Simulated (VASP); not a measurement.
Al2Cu:

```
CELL_PARAMETERS angstrom
-2.03034 2.03034 2.85109
2.03034 -2.03034 2.85109
2.03034 2.03034 -2.85109
ATOMIC_POSITIONS crystal
Cu 0.50000 0.50000 0.00000
Al 0.25000 0.75000 0.50000
Al 0.75000 0.25000 0.50000
```

Program: VASP 6.6.1. Alike in all runs: task single point; potentials or basis VASP PAW PBE potentials, release 64 (Cu, Al); no spin polarisation; cell as given; cutoff (eV) 520. Hardware: 1 thread of Intel(R) Xeon(R) 6975P-C (Granite Rapids) (shared host).

Order these runs on this cell by their wall time, lowest first.
A. level HSE06; k mesh 5 × 5 × 5; smearing gaussian 0.05 eV; grid for exact exchange (PRECFOCK) Normal; screening parameter 0.2079 1/Å
B. level r2SCAN; k mesh 9 × 9 × 9; smearing fermi-dirac 0.05 eV
C. level PBEsol+D3(BJ); k mesh 9 × 9 × 9; smearing fermi-dirac 0.05 eV

C (29 s), B (130 s), A (760 s).

Caveats: some runs use coarse meshes; three body term missing (some runs).
